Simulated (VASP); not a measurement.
Set up this calculation in VASP 6.6.1, as the native input.

| Item | Value |
| --- | --- |
| Task | electric field gradients |
| Functional | LDA |
| Potentials or basis | VASP PAW LDA potentials, release 64 (Sn_d, Pt) |
| Cutoff | 520 eV |
| k mesh | 8 × 8 × 8 |
| Occupations | fermi-dirac, width 0.05 eV |
| Spin | no spin polarisation |
| Dipole correction | no |
| Further INCAR settings | ALGO = Normal; EDIFF = 1e-08; NBANDS = 30 |

The structure of SnPt3 lies in POSCAR:

```
SnPt3
1.0
    4.0000000000     -0.0400000000     -0.0400000000
   -0.0400000000      4.0000000000     -0.0400000000
   -0.0400000000     -0.0400000000      4.0000000000
Sn Pt
1 3
Direct
    0.0000000000      0.0000000000      0.0000000000
    0.0000000000      0.5000000000      0.5000000000
    0.5000000000      0.0000000000      0.5000000000
    0.5000000000      0.5000000000      0.0000000000
```

This cell differs from its parent crystal: equal xy, yz and zx shear strains of -2 %.

One way to write it, as run:

INCAR

```
SYSTEM = SnPt3
PREC     = Accurate       ! precision mode
ENCUT    = 520            ! plane-wave cutoff, eV
EDIFF    = 1E-8           ! SCF threshold, eV
ISMEAR   = -1             ! smearing method
SIGMA    = 0.05           ! smearing width, eV
LREAL    = .False.        ! projectors in reciprocal space
LASPH    = .True.         ! aspherical terms in the spheres
NELM     = 80             ! most SCF steps
ALGO     = Normal         ! electronic algorithm
ISIF     = 2              ! what is computed and relaxed
LWAVE    = .False.        ! write WAVECAR
LCHARG   = .False.        ! write CHGCAR
GGA      = CA             ! functional
LEFG     = .True.       
NBANDS   = 30             ! bands
```

KPOINTS

```
regular mesh
0
Gamma
  8 8 8
  0 0 0
```

Potentials or basis: VASP PAW LDA potentials, release 64 (Sn_d, Pt).

Run with:

```sh
$ cat potpaw_LDA.64/Sn_d/POTCAR potpaw_LDA.64/Pt/POTCAR > POTCAR
$ mpirun -np 1 vasp_std > vasp.out
```

It gave:

The pressure is -2.6 GPa. The band gap on the k mesh is zero (band 22 reaches 11.95 eV, above the bottom of band 23 at 11.56 eV).

Caveat: the cell differs from its parent crystal (equal xy, yz and zx shear strains of -2 %); without QUAD_EFG the Cq values of the log hold for a quadrupole moment of 1 mb, not for the nuclei; spin-orbit coupling is left out, which moves the levels of the heavy elements.

Wall time 2.9 min on 1 thread of Intel(R) Xeon(R) Platinum 8488C (Sapphire Rapids), on a shared host, peak memory 0.23 GiB.
